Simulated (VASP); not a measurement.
The system is Al3InSb4.

```
Al In Sb
1.0
     4.51558   -0.03641   -0.04551
    -0.03641    4.39393   -0.14949
    -0.12861   -0.42249   12.33124
Al In Sb
3 1 4
Direct
  0.03141 0.04602 0.25556
  0.48661 0.48636 0.48192
  0.99585 0.01711 0.75847
  0.46402 0.47586 0.99612
  0.50673 0.96869 0.85558
  0.01716 0.47136 0.12919
  0.52252 0.03455 0.38710
  0.97570 0.50004 0.63606
```

* Program: VASP 6.6.1
* Task: relaxation of cell and atoms
* Functional: PBE
* Potentials or basis: VASP PAW PBE potentials, release 64 (Al, In_d, Sb)
* Cutoff: 600 eV
* k mesh: 4 × 4 × 1
* Occupations: gaussian, width 0.1 eV
* Spin: no spin polarisation

At the start: pressure 4.1 GPa; volume 30.54 Å³/atom.

Problem. Where does the relaxation end?

Solution. Over 23 steps the energy falls by 253.1 meV/atom and the volume is 31.69 Å³/atom (+3.7 %); space group P1 (No. 1, to 0.1 Å) before, P-4m2 (No. 115, to 0.1 Å).

The path:
| step | energy change (eV) | largest force (eV/Å) | pressure (GPa) | volume (Å³) |
| --- | --- | --- | --- | --- |
| 1 | 0.0000 | 6.2413 | 4.12 | 244.34 |
| 2 | -1.3183 | 1.3032 | -2.05 | 272.60 |
| 3 | -1.4819 | 1.2632 | -1.09 | 262.38 |
| 4 | -1.8082 | 0.6396 | -0.57 | 256.77 |
| 5 | -1.8896 | 0.5778 | 0.14 | 252.44 |
| 6 | -1.9548 | 0.3787 | 0.15 | 252.25 |
| 7 | -1.9664 | 0.4077 | 0.18 | 252.09 |
| 8 | -1.9887 | 0.2252 | -0.10 | 253.63 |
| 9 | -1.9899 | 0.2611 | -0.18 | 254.09 |
| 10 | -1.9996 | 0.1808 | 0.03 | 252.97 |
| 11 | -2.0021 | 0.1745 | 0.21 | 252.07 |
| 12 | -2.0095 | 0.1328 | -0.02 | 253.38 |
| 13 | -2.0108 | 0.1441 | -0.17 | 254.22 |
| 14 | -2.0155 | 0.0975 | 0.02 | 253.16 |
| 15 | -2.0158 | 0.1050 | 0.09 | 252.83 |
| 16 | -2.0190 | 0.0895 | 0.01 | 253.26 |
| 17 | -2.0194 | 0.1191 | -0.03 | 253.46 |
| 18 | -2.0220 | 0.0856 | -0.02 | 253.43 |
| 19 | -2.0224 | 0.0977 | -0.01 | 253.41 |
| 20 | -2.0242 | 0.0453 | 0.03 | 253.18 |
| 21 | -2.0242 | 0.0433 | 0.03 | 253.17 |
| 22 | -2.0247 | 0.0254 | -0.02 | 253.52 |
| 23 | -2.0247 | 0.0234 | -0.03 | 253.49 |

Final structure:
```
Al In Sb
1.0
     4.50420   -0.00003    0.00060
     0.00189    4.50264    0.00403
     0.00053   -0.00292   12.49903
Al In Sb
3 1 4
Cartesian
  4.4998 0.0086 3.2213
  2.2629 2.2534 6.2522
  4.5041 -0.0011 9.2808
  2.2514 2.2317 12.5005
  2.2521 4.4869 10.7787
  4.5014 2.2600 1.7275
  2.2485 0.0033 4.7337
  0.0089 2.2520 7.7660
```

Caveat: the k points lie up to 0.50 Å⁻¹ apart in the final cell.
